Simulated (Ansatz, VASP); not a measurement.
# One calculation of ZnS, two programs

```
CELL_PARAMETERS angstrom
3.84727 0.00000 0.00000
-1.92363 3.33183 0.00000
0.00000 0.00000 12.58963
ATOMIC_POSITIONS crystal
Zn 0.00000 0.00000 0.99999
Zn 0.33333 0.66667 0.25002
Zn 0.66667 0.33333 0.49999
Zn 0.33333 0.66667 0.75002
S 0.00000 0.00000 0.18768
S 0.33333 0.66667 0.43731
S 0.66667 0.33333 0.68768
S 0.33333 0.66667 0.93731
```

Alike in both runs: functional PBE; k mesh 12 × 12 × 3; occupations gaussian, width 0.02 eV; no spin polarisation.

Ansatz relaxed the structure, and its values are those at the end. VASP's run is a single point on that final structure, the one shown.

```csv
,VASP,Ansatz
version,VASP 6.6.1,Ansatz 0.2.0
potentials or method,"VASP PAW PBE potentials, release 64 (Zn, S), cutoff 520 eV","scalar-relativistic, plane waves, PAW"
valence electrons in the cell,72,72
```

Ansatz gave:

| Quantity | Value |
| --- | --- |
| gap on the k mesh at the Fermi level (eV) | 2.05 |
| least direct gap on the mesh (eV) | 2.05 |
| pressure (GPa) | 0.0 |
| rms of the force components (eV/Å) | 0.004 |

Question: Estimate VASP's values.

Answer: gap on the k mesh at the Fermi level (eV): 2.05; least direct gap on the mesh (eV): 2.05; pressure (GPa): 0.2; rms of the force components (eV/Å): 0.004.
